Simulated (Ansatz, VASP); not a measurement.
# AlN: VASP beside Ansatz

File INCAR:

```
  ALGO = Normal
  EDIFF = 1E-7
  ENCUT = 520
  ISIF = 2
  ISMEAR = 0
  LASPH = True
  LCHARG = True
  LELF = True
  LREAL = False
  LVHAR = True
  LWAVE = False
  NBANDS = 16
  NELM = 100
  PREC = Accurate
  SIGMA = 0.05
```

File KPOINTS:

```
k-points
0
Gamma
  9 9 6
```

POSCAR

```
AlN
1.0
    3.1110021516      0.0000000000      0.0000000000
   -1.5555010758      2.6942068945      0.0000000000
    0.0000000000      0.0000000000      4.9033300000
Al N
2 2
Direct
    0.3333333333      0.6666666667      0.0000000000
    0.6666666667      0.3333333333      0.5000000000
    0.3333333333      0.6666666667      0.3850000000
    0.6666666667      0.3333333333      0.8850000000
```

Input for Ansatz:

```yaml
crystal:
  lattice:
    - [3.1110021516, 0.0, 0.0]
    - [-1.5555010758, 2.6942068945, 0.0]
    - [0.0, 0.0, 4.90333]
  atoms:
    - { symbol: Al, position: [0.3333333333, 0.6666666667, 0.0] }
    - { symbol: Al, position: [0.6666666667, 0.3333333333, 0.5] }
    - { symbol: "N", position: [0.3333333333, 0.6666666667, 0.385] }
    - { symbol: "N", position: [0.6666666667, 0.3333333333, 0.885] }
basis:
  ecutwfc: 420
kpoints:
  mp_grid: { grid: [9, 9, 6] }
hamiltonian:
  xc: lda
scf:
  occupations: { method: gaussian, width: 0.05 }
output:
  forces: true
  stress: true
  eigenvalues: true
```

Change from the starting cell: strain +0.000 along x and y, -0.015 along z, atoms carried along.

Alike in both runs: task single point; functional LDA; k mesh 9 × 9 × 6; occupations gaussian, width 0.05 eV; no spin polarisation.

|  | VASP | Ansatz |
| --- | --- | --- |
| version | VASP 6.6.1 | Ansatz 0.2.0 |
| potentials or method | VASP PAW LDA potentials, release 64 (Al, N), cutoff 520 eV | scalar-relativistic, plane waves, PAW |
| valence electrons in the cell | 16 | 16 |

VASP gave:

- gap on the k mesh at the Fermi level (eV): 4.28
- least direct gap on the mesh (eV): 4.28
- pressure (GPa): -0.9
- traceless stress, the component that is largest in VASP (GPa): 2.76

Task: Estimate Ansatz's values.

Result: gap on the k mesh at the Fermi level (eV): 4.27; least direct gap on the mesh (eV): 4.27; pressure (GPa): -1.5; traceless stress, the component that is largest in VASP (GPa): 2.74.

LDA's correlation is that of Perdew and Zunger in VASP and of Perdew and Wang (1992) in Ansatz.
